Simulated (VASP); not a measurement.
# CdSe (F-43m) in VASP: notebook

The runs below take CdSe through single point, relaxation of cell and atoms, with PBE.

All numbers are computed with VASP 6.6.1; they aren't measurements. Logs are shortened: lines on timing, memory, paths and dates and some standing lists are left out, and cuts for length are marked.

## Step 1: The cell of the first run

Symmetry: F-43m, No. 216, cubic system. The conventional cell has a = 6.197 Å, b = 6.197 Å, c = 6.197 Å, α = 90.00°, β = 90.00°, γ = 90.00°. Within 3.5 Å of Cd (site symmetry -43m) lie 4 Se at 2.68 Å. Se (site symmetry -43m) has 4 Cd at 2.68 Å within 3.5 Å.

## Step 2: Single point, PBE

INCAR

```
SYSTEM = CdSe
PREC     = Accurate       ! precision mode
ENCUT    = 500            ! plane-wave cutoff, eV
EDIFF    = 1E-6           ! SCF threshold, eV
ISMEAR   = 0              ! smearing method
SIGMA    = 0.01           ! smearing width, eV
LREAL    = .FALSE.        ! projectors in reciprocal space
LASPH    = .TRUE.         ! aspherical terms in the spheres
NELM     = 120            ! most SCF steps
ALGO     = Normal         ! electronic algorithm
ISIF     = 2              ! what is computed and relaxed
LWAVE    = .FALSE.        ! write WAVECAR
LCHARG   = .FALSE.        ! write CHGCAR
GGA      = PE             ! functional
NBANDS   = 16             ! bands
GGA_COMPAT= .FALSE.
```

KPOINTS

```
Automatic mesh
0
G
  6 6 6
  0 0 0
```

POSCAR

```
CdSe
1.0
    0.0000000000      3.0986163655      3.0986163655
    3.0986163655      0.0000000000      3.0986163655
    3.0986163655      3.0986163655      0.0000000000
Cd Se
1 1
Direct
    0.0000000000      0.0000000000      0.0000000000
    0.7500000000      0.7500000000      0.7500000000
```

Potentials or basis: VASP PAW PBE potentials, release 64 (Cd, Se).

The run is started by

```console
$ cat potpaw_PBE.64/Cd/POTCAR potpaw_PBE.64/Se/POTCAR > POTCAR
$ mpirun -np 1 vasp_std > vasp.out
```

OUTCAR:

```text
SYSTEM = CdSe
   PREC = Accurate
   ENCUT = 500
   EDIFF = 1E-6
   ISMEAR = 0
   LREAL = .FALSE.
   LASPH = .TRUE.
   NELM = 120
   ISIF = 2
   GGA = PE

 ion  position               nearest neighbor table
   1  0.000  0.000  0.000-   2 2.68   2 2.68   2 2.68   2 2.68
   2  0.750  0.750  0.750-   1 2.68   1 2.68   1 2.68   1 2.68

  LATTYP: Found a face centered cubic cell.
 ALAT       =     6.1972327310

  Lattice vectors:

 A1 = (   0.0000000000,   3.0986163655,   3.0986163655)
 A2 = (   3.0986163655,   0.0000000000,   3.0986163655)
 A3 = (   3.0986163655,   3.0986163655,   0.0000000000)

Analysis of symmetry for initial positions (statically):
=====================================================================
 Subroutine PRICEL returns:
 Original cell was already a primitive cell.

 Routine SETGRP: Setting up the symmetry group for a
 face centered cubic supercell.

 Subroutine GETGRP returns: Found 24 space group operations
 (whereof 24 operations were pure point group operations)
 out of a pool of 48 trial point group operations.

The static configuration has the point symmetry T_d .

Analysis of symmetry for dynamics (positions and initial velocities):
=====================================================================
 Subroutine PRICEL returns:
 Original cell was already a primitive cell.

 Routine SETGRP: Setting up the symmetry group for a
 face centered cubic supercell.

 Subroutine GETGRP returns: Found 24 space group operations
 (whereof 24 operations were pure point group operations)
 out of a pool of 48 trial point group operations.

The dynamic configuration has the point symmetry T_d .

 Subroutine INISYM returns: Found 24 space group operations
 (whereof 24 operations are pure point group operations),
 and found     1 'primitive' translations

----------------------------------------------------------------------------------------

                                     Primitive cell

  volume of cell :      59.5023

  direct lattice vectors                    reciprocal lattice vectors
     0.000000000  3.098616365  3.098616365    -0.161362344  0.161362344  0.161362344
     3.098616365  0.000000000  3.098616365     0.161362344 -0.161362344  0.161362344
     3.098616365  3.098616365  0.000000000     0.161362344  0.161362344 -0.161362344

  length of vectors
     4.382105289  4.382105289  4.382105289     0.279487778  0.279487778  0.279487778

  position of ions in fractional coordinates (direct lattice)
     0.000000000  0.000000000  0.000000000
     0.750000000  0.750000000  0.750000000

  ion indices of the primitive-cell ions
   primitive index   ion index
                 1           1
                 2           2

----------------------------------------------------------------------------------------

 KPOINTS: Automatic mesh

Automatic generation of k-mesh.
 Grid dimensions read from file:
 generate k-points for:    6    6    6

 Generating k-lattice:

  Cartesian coordinates                     Fractional coordinates (reciprocal lattice)
    -0.026893724  0.026893724  0.026893724     0.166666667  0.000000000  0.000000000
     0.026893724 -0.026893724  0.026893724     0.000000000  0.166666667  0.000000000
     0.026893724  0.026893724 -0.026893724     0.000000000  0.000000000  0.166666667

  Length of vectors
     0.046581296  0.046581296  0.046581296

  Shift w.r.t. Gamma in fractional coordinates (k-lattice)
     0.000000000  0.000000000  0.000000000

 Subroutine IBZKPT returns following result:
 ===========================================

 Found     16 irreducible k-points:

 Following reciprocal coordinates:
            Coordinates               Weight
  0.000000  0.000000  0.000000      1.000000
  0.166667  0.000000  0.000000      8.000000
  0.333333  0.000000  0.000000      8.000000
  0.500000  0.000000  0.000000      4.000000
  0.166667  0.166667  0.000000      6.000000
  0.333333  0.166667  0.000000     24.000000
[... 8 lines left out ...]
 -0.333333  0.333333  0.166667     24.000000
 -0.333333  0.500000  0.166667     12.000000
   k-points           NKPTS =     16   k-points in BZ     NKDIM =     16   number of bands    NBANDS=     16
   number of dos      NEDOS =    301   number of ions     NIONS =      2
   total plane-waves  NPLWV =  32768
   dimension x,y,z NGX =    32 NGY =   32 NGZ =   32
   dimension x,y,z NGXF=    64 NGYF=   64 NGZF=   64
   ions per type =               1   1
   NGX,Y,Z   is equivalent  to a cutoff of  12.14, 12.14, 12.14 a.u.
   NGXF,Y,Z  is equivalent  to a cutoff of  24.28, 24.28, 24.28 a.u.
 SYSTEM =  CdSe
   PREC   = accura    normal or accurate (medium, high low for compatibility)
   ISTART =      0    job   : 0-new  1-cont  2-samecut
   ICHARG =      2    charge: 1-file 2-atom 10-const
   ISPIN  =      1    spin polarized calculation?
   LNONCOLLINEAR =      F non collinear calculations
   LSORBIT =      F    spin-orbit coupling
   LASPH  =      T    aspherical Exc in radial PAW
   ENCUT  =  500.0 eV  36.75 Ry    6.06 a.u.   7.99  7.99  7.99*2*pi/ulx,y,z
   NELM   =    120;   NELMIN=  2; NELMDL= -5     # of ELM steps
   EDIFF  = 0.1E-05   stopping-criterion for ELM
   LREAL  =      F    real-space projection
   EDIFFG = 0.1E-04   stopping-criterion for IOM
   NSW    =      0    number of steps for IOM
   IBRION =     -1    ionic relax: 0-MD 1-quasi-New 2-CG
   NFREE  =      0    steps in history (QN), initial steepest desc. (CG)
   ISIF   =      2    stress and relaxation
   ISYM   =      2    0-nonsym 1-usesym 2-fastsym
   POTIM  = 0.5000    time-step for ionic-motion
   TEBEG  =    0.0;   TEEND  =   0.0 temperature during run
   PSTRESS=    0.0 pullay stress
   NELECT =      18.0000    total number of electrons
   NUPDOWN=      -1.0000    fix difference up-down
   EMIN   =  10.00;   EMAX   =-10.00  energy-range for DOS
   EFERMI =   0.00;   METHOD = LEGACY
   ISMEAR =     0;   SIGMA  =   0.01  broadening in eV -4-tet -1-fermi 0-gaus
   EFERMI_NEDOS =   21; number of points for ismear=-14 and -15
   IALGO  =     38    algorithm
   IMIX   =      4    mixing-type and parameters
     AMIX     =   0.40;   BMIX     =  1.00
     AMIX_MAG =   1.60;   BMIX_MAG =  1.00
  volume/ion in A,a.u.               =      29.75       200.77
  Fermi-wavevector in a.u.,A,eV,Ry     =   1.098975  2.076762 16.432386  1.207746
  Thomas-Fermi vector in A             =   2.235362
   LORBIT       =      0    0 simple, 1 ext, 2 COOP (PROOUT), +10 PAW based schemes
   GGA     = PE    functional components
   LHFCALC =     F    Hartree Fock is set to
   AEXX    =    0.0000 exact exchange contribution
   IVDW    =     0    specifies the selected vdW correction
   LEPSILON=     F    determine dielectric tensor
   LRPA    =     F    only Hartree local field effects (RPA)
 non-spin polarized calculation
 Gauss-broadening in eV      SIGMA  =   0.01
  energy-cutoff  :      500.00
  volume of cell :       59.50
 maximum number of plane-waves:      1527
   NGX = 15   NGY = 15   NGZ = 15

 number of electron      18.0000007 magnetization

 Free energy of the ion-electron system (eV)
  ---------------------------------------------------
  ext. energy  EPLUGINS =         0.00000000
  ---------------------------------------------------
  free energy    TOTEN  =        -5.49550415 eV

  energy without entropy =       -5.49550415  energy(sigma->0) =       -5.49550415

 E-fermi :   0.5563     XC(G=0):  -8.6314

 val. band max:        0.5150612138   @ k =   0.0000   0.0000   0.0000
 cond. band min:       1.0051819517   @ k =   0.0000   0.0000   0.0000
 fundamental gap:      0.4901207379
 Fermi energy:         0.5563148166

 k-point     1 :       0.0000    0.0000    0.0000
  band No.  band energies     occupation
      1     -11.7787      2.00000
      2      -7.2500      2.00000
      3      -7.2500      2.00000
      4      -7.2500      2.00000
      5      -6.9332      2.00000
      6      -6.9332      2.00000
[... 8 lines left out ...]
     15      11.4832      0.00000
     16      11.4832      0.00000

 k-point     2 :       0.1667    0.0000    0.0000
  band No.  band energies     occupation
      1     -11.6984      2.00000
      2      -7.2254      2.00000
      3      -7.2254      2.00000
      4      -7.1683      2.00000
      5      -6.9338      2.00000
      6      -6.9338      2.00000
[... 8 lines left out ...]
     15      10.5692      0.00000
     16      10.8927      0.00000

 k-point     3 :       0.3333    0.0000    0.0000
  band No.  band energies     occupation
      1     -11.5356      2.00000
      2      -7.1845      2.00000
      3      -7.1845      2.00000
      4      -6.9246      2.00000
      5      -6.9246      2.00000
      6      -6.9046      2.00000
[... 8 lines left out ...]
     15      10.9639      0.00000
     16      10.9639      0.00000

 k-point     4 :       0.5000    0.0000    0.0000
  band No.  band energies     occupation
      1     -11.4535      2.00000
      2      -7.1697      2.00000
      3      -7.1697      2.00000
      4      -6.9132      2.00000
      5      -6.9132      2.00000
      6      -6.6783      2.00000
[... 8 lines left out ...]
     15      12.4677      0.00000
     16      12.4677      0.00000
[... 172 lines left out ...]
 k-point    14 :       0.5000    0.3333    0.1667
  band No.  band energies     occupation
      1     -11.4303      2.00000
      2      -7.1255      2.00000
      3      -7.1171      2.00000
      4      -6.9869      2.00000
      5      -6.9104      2.00000
      6      -6.7187      2.00000
[... 8 lines left out ...]
     15      12.3977      0.00000
     16      13.3598      0.00000

 k-point    15 :      -0.3333    0.3333    0.1667
  band No.  band energies     occupation
      1     -11.3774      2.00000
      2      -7.1187      2.00000
      3      -7.0956      2.00000
      4      -6.9588      2.00000
      5      -6.9228      2.00000
      6      -6.5639      2.00000
[... 8 lines left out ...]
     15      12.2136      0.00000
     16      13.2695      0.00000

 k-point    16 :      -0.3333    0.5000    0.1667
  band No.  band energies     occupation
      1     -11.3516      2.00000
      2      -7.0862      2.00000
      3      -7.0755      2.00000
      4      -6.9854      2.00000
      5      -6.9090      2.00000
      6      -6.5423      2.00000
[... 8 lines left out ...]
     15      13.1282      0.00000
     16      13.2365      0.00000

------------------------ aborting loop because EDIFF is reached ----------------------------------------

  FORCE on cell =-STRESS in cart. coord.  units (eV):
  Direction    XX          YY          ZZ          XY          YZ          ZX
  --------------------------------------------------------------------------------------
  -------------------------------------------------------------------------------------
  Total        0.0837042      0.0837042      0.0837042      0.0000000      0.0000000      0.0000000
  in kB        2.2538467      2.2538467      2.2538467      0.0000000      0.0000000      0.0000000
  external PRESSURE =       2.2538467 kB  Pullay stress =       0.0000000 kB

 VOLUME and BASIS-vectors are now :
 -----------------------------------------------------------------------------
  energy-cutoff  :      500.00
  volume of cell :       59.50
      direct lattice vectors                 reciprocal lattice vectors
     0.000000000  3.098616365  3.098616365    -0.161362344  0.161362344  0.161362344
     3.098616365  0.000000000  3.098616365     0.161362344 -0.161362344  0.161362344
     3.098616365  3.098616365  0.000000000     0.161362344  0.161362344 -0.161362344

 POSITION                                       TOTAL-FORCE (eV/Angst)
 -----------------------------------------------------------------------------------
      0.00000      0.00000      0.00000         0.000000      0.000000     -0.000000
      4.64792      4.64792      4.64792        -0.000000     -0.000000      0.000000
 -----------------------------------------------------------------------------------
    total drift:                               -0.000000     -0.000000     -0.000000

  FREE ENERGIE OF THE ION-ELECTRON SYSTEM (eV)
  ---------------------------------------------------
  free  energy   TOTEN  =        -5.4955041504 eV

  energy  without entropy=       -5.4955041504  energy(sigma->0) =       -5.49550415
```

It took 6.7 s on 1 thread of Intel Xeon Platinum 8488C (Sapphire Rapids), shared host; peak memory 0.18 GiB.

Results:

| Quantity | Value |
| --- | --- |
| Free energy | -5.4955 eV |
| Pressure | 0.2 GPa |
| Band gap on the k mesh | 0.49 eV, direct |

Levels at points of the mesh, in eV from the valence-band top:
```csv
k point,band 7,band 8,band 9,band 10,band 11,band 12
"(0.00, 0.00, 0.00)",0.00,0.00,0.00,0.49,5.93,5.93
"(0.50, 0.00, 0.00)",-4.07,-0.67,-0.67,2.32,6.42,6.42
"(0.50, 0.50, 0.00)",-3.83,-1.67,-1.67,3.24,3.69,8.86
```

Expect the measured gap to be larger: semilocal functionals such as PBE lack the derivative discontinuity.

## Step 3: Relaxation of cell and atoms, PBE

This run uses another cell than the first one, of 28.94 Å³/atom, 0.973 times its volume.

INCAR

```
PREC = Accurate ; ENCUT = 500
EDIFF = 1E-7 ; ISMEAR = 0
SIGMA = 0.01 ; LREAL = False
LASPH = True ; NELM = 120
ALGO = Normal ; ISIF = 3
LWAVE = False ; LCHARG = False
GGA = PE ; IBRION = 2
NSW = 80 ; EDIFFG = -0.01
GGA_COMPAT = False ; NELMIN = 4
```

KPOINTS

```
Automatic mesh
0
Gamma
  6 6 6
```

POSCAR

```
CdSe
1.0
    0.0000000000      3.0702712000      3.0702712000
    3.0702712000      0.0000000000      3.0702712000
    3.0702712000      3.0702712000      0.0000000000
Cd Se
1 1
Direct
    0.0000000000      0.0000000000      0.0000000000
    0.7500000000      0.7500000000      0.7500000000
```

Potentials or basis: VASP PAW PBE potentials, release 64 (Cd, Se).

The run is started by

```console
$ cat potpaw_PBE.64/Cd/POTCAR potpaw_PBE.64/Se/POTCAR > POTCAR
$ mpirun -np 1 vasp_std > vasp.out
```

Run time: 16 s. Hardware: 1 thread of Intel Xeon Platinum 8488C (Sapphire Rapids), shared host; peak memory 0.18 GiB.

Results (log left out):

- Free energy: -5.4956 eV
- Relaxed volume: 29.89 Å³/atom
- Relaxed cell: a = 4.389 Å, b = 4.389 Å, c = 4.389 Å, α = 60.00°, β = 60.00°, γ = 60.00°
- Space group after relaxing (to 0.05 Å): F-43m (No. 216)
- Energy gained by relaxing: 4.5 meV/atom
- Ionic steps: 3
- Pressure after relaxing: 0.0 GPa
- Band gap on the k mesh: 0.48 eV, direct

Step by step:
| step | energy change (eV) | largest force (eV/Å) | pressure (GPa) | volume (Å³) |
| --- | --- | --- | --- | --- |
| 1 | 0.0000 | 0.0000 | 1.57 | 57.88 |
| 2 | -0.0084 | 0.0000 | -0.38 | 60.30 |
| 3 | -0.0091 | 0.0000 | 0.00 | 59.78 |

Final structure:
```yaml
crystal:
  lattice:
    - [0.00000, 3.10348, 3.10348]
    - [3.10348, 0.00000, 3.10348]
    - [3.10348, 3.10348, 0.00000]
  atoms:
    - { symbol: Cd, position: [0.00000, 0.00000, 0.00000] }
    - { symbol: Se, position: [0.75000, 0.75000, 0.75000] }
```

Levels at points of the mesh, in eV from the valence-band top:
```tsv
k point	band 5	band 6	band 7	band 8	band 9	band 10	band 11	band 12	band 13
(0.00, 0.00, 0.00)	-7.44	-7.44	0.00	0.00	0.00	0.48	5.92	5.92	5.92
(0.50, 0.00, 0.00)	-7.42	-7.19	-4.05	-0.67	-0.67	2.31	6.42	6.42	7.24
(0.50, 0.50, 0.00)	-7.39	-7.13	-3.81	-1.66	-1.66	3.24	3.68	8.84	9.85
```
